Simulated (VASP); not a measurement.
Write the native input for VASP 6.6.1 that does the following.

```
Task                   : single point
Functional             : PBEsol
Potentials or basis    : VASP PAW PBE potentials, release 64 (Pd)
Cutoff                 : 500 eV
k mesh                 : 10 × 10 × 10
Occupations            : fermi-dirac, width 0.05 eV
Spin                   : no spin polarisation
Dipole correction      : no
Further INCAR settings : ALGO = Normal; EDIFF = 1e-06; NBANDS = 11
```

The structure of Pd lies in POSCAR:

```
Pd
1.0
    0.0000000000      1.8681604667      1.8681604667
    1.8681604667      0.0000000000      1.8681604667
    1.8681604667      1.8681604667      0.0000000000
Pd
1
Direct
    0.0000000000      0.0000000000      0.0000000000
```

One way to write it, as run:

INCAR

```
SYSTEM = Pd
  PREC = Accurate
  ENCUT = 500
  EDIFF = 1E-6
  ISMEAR = -1
  SIGMA = 0.05
  LREAL = .FALSE.
  LASPH = .TRUE.
  NELM = 120
  ALGO = Normal
  ISIF = 2
  LWAVE = .FALSE.
  LCHARG = .TRUE.
  GGA = PS
  LELF = .TRUE.
  LVHAR = .TRUE.
  NBANDS = 11
  GGA_COMPAT = .FALSE.
```

KPOINTS

```
regular mesh
0
G
  10 10 10
  0 0 0
```

Potentials or basis: VASP PAW PBE potentials, release 64 (Pd).

Run with:

```console
$ cat potpaw_PBE.64/Pd/POTCAR > POTCAR
$ mpirun -np 1 vasp_std > vasp.out
```

Results of the run:

| Item | Value |
| --- | --- |
| Pressure | 29.6 GPa |
| Band gap on the k mesh | zero (bands 5 and 6 overlap by 1.94 eV) |

Caveat: the cell stands under pressure; the PAW data sets were made with another functional, which shifts forces and pressure a little.

Wall time 12 s on 1 thread of Intel Xeon 8259CL, with other jobs on the host, peak memory 0.13 GiB.
